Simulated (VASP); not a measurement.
A run of VASP 6.6.1:

INCAR

```
PREC = Accurate ; ENCUT = 520
EDIFF = 1E-7 ; ISMEAR = -1
SIGMA = 0.06122561905347299 ; LREAL = False
LASPH = True ; NELM = 60
ALGO = Normal ; ISIF = 2
LWAVE = False ; LCHARG = False
GGA = PE ; NBANDS = 12
```

Contents of KPOINTS:

```
Automatic mesh
0
Gamma
  15 15 15
```

The input POSCAR:

```
Au
1.0
    0.0000000000      2.0647204712      2.0647204712
    2.0647204712      0.0000000000      2.0647204712
    2.0647204712      2.0647204712      0.0000000000
Au
1
Direct
    0.0000000000      0.0000000000      0.0000000000
```

Potentials or basis: VASP PAW PBE potentials, release 64 (Au).

The run is started by

```console
$ cat potpaw_PBE.64/Au/POTCAR > POTCAR
$ mpirun -np 1 vasp_std > vasp.out
```

Hardware: 1 thread of AMD EPYC 7R43 64-Core Processor (Zen 3), with other jobs on the host.

Question: Estimate the wall time of this run.

Answer: It took 34 s on 1 thread of AMD EPYC 7R43 64-Core Processor (Zen 3) (shared host), peak memory 0.12 GiB. Counts: scf iterations 11, k points 120.
